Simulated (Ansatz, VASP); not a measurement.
## TiC: VASP beside Ansatz

The input INCAR:

```
ALGO = Normal ; EDIFF = 1E-6
ENCUT = 520 ; GGA = PS
ISIF = 2 ; ISMEAR = 0
LASPH = True ; LCHARG = False
LREAL = False ; LWAVE = False
NBANDS = 15 ; NELM = 80
PREC = Accurate ; SIGMA = 0.1
```

The input KPOINTS:

```
k-points
0
Gamma
  16 16 16
```

POSCAR

```
TiC
1.0
    0.0000000000      2.2631112000      2.2631112000
    2.2631112000      0.0000000000      2.2631112000
    2.2631112000      2.2631112000      0.0000000000
Ti C
1 1
Direct
    0.0000000000      0.0000000000      0.0000000000
    0.5000000000      0.5000000000      0.5000000000
```

Input for Ansatz:

```yaml
crystal:
  lattice:
    - [0.0, 2.2631112, 2.2631112]
    - [2.2631112, 0.0, 2.2631112]
    - [2.2631112, 2.2631112, 0.0]
  atoms:
    - { symbol: Ti, position: [0.0, 0.0, 0.0] }
    - { symbol: C, position: [0.5, 0.5, 0.5] }
basis:
  ecutwfc: 420
kpoints:
  mp_grid: { grid: [16, 16, 16] }
hamiltonian:
  xc: pbesol
scf:
  occupations: { method: gaussian, width: 0.1 }
output:
  forces: true
  stress: true
  eigenvalues: true
```

Alike in both runs: task single point; functional PBEsol; k mesh 16 × 16 × 16; occupations gaussian, width 0.1 eV; no spin polarisation.

|  | VASP | Ansatz |
| --- | --- | --- |
| version | VASP 6.6.1 | Ansatz 0.2.0 |
| potentials or method | VASP PAW PBE potentials, release 64 (Ti_sv, C), cutoff 520 eV | scalar-relativistic, plane waves, PAW |
| valence electrons in the cell | 16 | 16 |

|  | VASP | Ansatz | Ansatz less VASP |
| --- | --- | --- | --- |
| gap on the k mesh at the Fermi level (eV) | none | none | - |
| pressure (GPa) | -30.5 | -30.8 | -0.29 |

VASP's potentials were made for PBE, not for PBEsol. A gap of «none» marks a metal or a gap that the smearing closes. Both programs put the cell under strong tension, so it lies far from rest at this level. The functional is the same, so the differences come from potentials, cutoffs and numerics.

Noted on VASP's run: the cell as given lies far from equilibrium.
